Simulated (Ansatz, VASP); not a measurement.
**Two plane-wave programs on CsPbBr3**

Contents of INCAR:

```
PREC     = Accurate       # precision mode
ENCUT    = 520            # plane-wave cutoff, eV
EDIFF    = 1E-6           # SCF threshold, eV
ISMEAR   = 0              # smearing method
SIGMA    = 0.05           # smearing width, eV
LREAL    = F              # projectors in reciprocal space
LASPH    = T              # aspherical terms in the spheres
NELM     = 60             # most SCF steps
ALGO     = Normal         # electronic algorithm
ISIF     = 2              # what is computed and relaxed
LWAVE    = F              # write WAVECAR
LCHARG   = F              # write CHGCAR
GGA      = PS             # functional
NBANDS   = 30             # bands
```

Contents of KPOINTS:

```
regular mesh
0
Gamma
  6 6 6
```

File POSCAR:

```
CsPbBr3
1.0
    5.6939000000      0.0000000000      0.0000000000
    0.0000000000      5.6939000000      0.0000000000
    0.0000000000      0.0000000000      5.8700000000
Cs Pb Br
1 1 3
Direct
    0.0000000000      0.0000000000      0.0000000000
    0.5000000000      0.5000000000      0.5000000000
    0.0000000000      0.5000000000      0.5000000000
    0.5000000000      0.0000000000      0.5000000000
    0.5000000000      0.5000000000      0.0000000000
```

Input for Ansatz:

```yaml
crystal:
  lattice:
    - [5.6939, 0.0, 0.0]
    - [0.0, 5.6939, 0.0]
    - [0.0, 0.0, 5.87]
  atoms:
    - { symbol: Cs, position: [0.0, 0.0, 0.0] }
    - { symbol: Pb, position: [0.5, 0.5, 0.5] }
    - { symbol: Br, position: [0.0, 0.5, 0.5] }
    - { symbol: Br, position: [0.5, 0.0, 0.5] }
    - { symbol: Br, position: [0.5, 0.5, 0.0] }
basis:
  ecutwfc: 420
kpoints:
  mp_grid: { grid: [6, 6, 6] }
hamiltonian:
  xc: pbesol
scf:
  occupations: { method: gaussian, width: 0.05 }
output:
  forces: true
  stress: true
  eigenvalues: true
```

Change from the starting cell: strain -0.030 along x and y, +0.000 along z, atoms carried along.

Alike in both runs: task single point; functional PBEsol; k mesh 6 × 6 × 6; occupations gaussian, width 0.05 eV; no spin polarisation.

|  | VASP | Ansatz |
| --- | --- | --- |
| version | VASP 6.6.1 | Ansatz 0.2.0 |
| potentials or method | VASP PAW PBE potentials, release 64 (Cs_sv, Pb_d, Br), cutoff 520 eV | scalar-relativistic, plane waves, PAW |
| valence electrons in the cell | 44 | 44 |

|  | VASP | Ansatz | Ansatz less VASP |
| --- | --- | --- | --- |
| gap on the k mesh at the Fermi level (eV) | 0.98 | 0.98 | -0.001 |
| least direct gap on the mesh (eV) | 0.98 | 0.98 | -0.001 |
| pressure (GPa) | 1.6 | 1.6 | 0.00 |
| traceless stress, the component that is largest in VASP (GPa) | -1.16 | -1.15 | +0.003 |

VASP's potentials were made for PBE, not for PBEsol. The functional is the same, so the differences come from potentials, cutoffs and numerics.

Spin-orbit coupling is off throughout.
